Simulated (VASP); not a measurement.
Write the native input for VASP 6.6.1 that does the following.

```yaml
Task: relaxation of shape and atoms at fixed volume
Functional: r2SCAN
Potentials_or_basis: VASP PAW PBE potentials, release 64 (In_d)
Cutoff: 600 eV
k_mesh: 18 × 18 × 18
Occupations: gaussian, width 0.1 eV
Spin: no spin polarisation
Dipole_correction: no
Further_INCAR_settings: ALGO = Normal; EDIFF = 1e-07; IBRION = 2; EDIFFG = -0.01; NSW = 50; ISIF = 4
```

The system is In.

```
In
1.0
    -1.64173    1.64173    2.57627
     1.64173   -1.64173    2.57627
     1.64173    1.64173   -2.57627
In
1
Cartesian
  0.0000 0.0000 0.0000
```

These files were run (other wordings do the same):

POSCAR

```
In
1.0
   -1.6417324582      1.6417324582      2.5762694237
    1.6417324582     -1.6417324582      2.5762694237
    1.6417324582      1.6417324582     -2.5762694237
In
1
Direct
    0.0000000000      0.0000000000      0.0000000000
```

INCAR.step1

```
SYSTEM = In
PREC = Accurate
ENCUT = 600
ISMEAR = 0
SIGMA = 0.1
LREAL = .FALSE.
LASPH = .TRUE.
NELM = 80
GGA = PE
ALGO = Normal
EDIFF = 1E-4
LWAVE = .TRUE.
LCHARG = .FALSE.
```

INCAR.step2

```
SYSTEM = In
PREC = Accurate
ENCUT = 600
EDIFF = 1E-7
ISMEAR = 0
SIGMA = 0.1
LREAL = .FALSE.
LASPH = .TRUE.
NELM = 80
ALGO = Normal
ISIF = 4
LWAVE = .FALSE.
LCHARG = .FALSE.
METAGGA = R2SCAN
LMIXTAU = .TRUE.
IBRION = 2
NSW = 50
EDIFFG = -0.01
ISTART = 1
```

KPOINTS

```
regular mesh
0
G
  18 18 18
  0 0 0
```

Potentials or basis: VASP PAW PBE potentials, release 64 (In_d).

The run is started by

```bash
$ cat potpaw_PBE.64/In_d/POTCAR > POTCAR
$ cp INCAR.step1 INCAR
$ mpirun -np 1 vasp_std > vasp.out
$ cp INCAR.step2 INCAR
$ mpirun -np 1 vasp_std > vasp.out
```

Results of the run:

```yaml
Energy_gained_by_relaxing: 0.1 meV/atom
Ionic_steps: 3
Pressure_after_relaxing: -2.0 GPa
Band_gap_on_the_k_mesh: zero (an odd number of electrons rules out a gap without spin polarisation)
```

Caveat: the PAW data sets were made with another functional, which shifts forces and pressure a little; spin-orbit coupling is left out, which moves the levels of the heavy elements.

It took 32 min on 1 thread of Oxide Virtual Turin-like Processor, with other jobs on the host, peak memory 0.27 GiB.
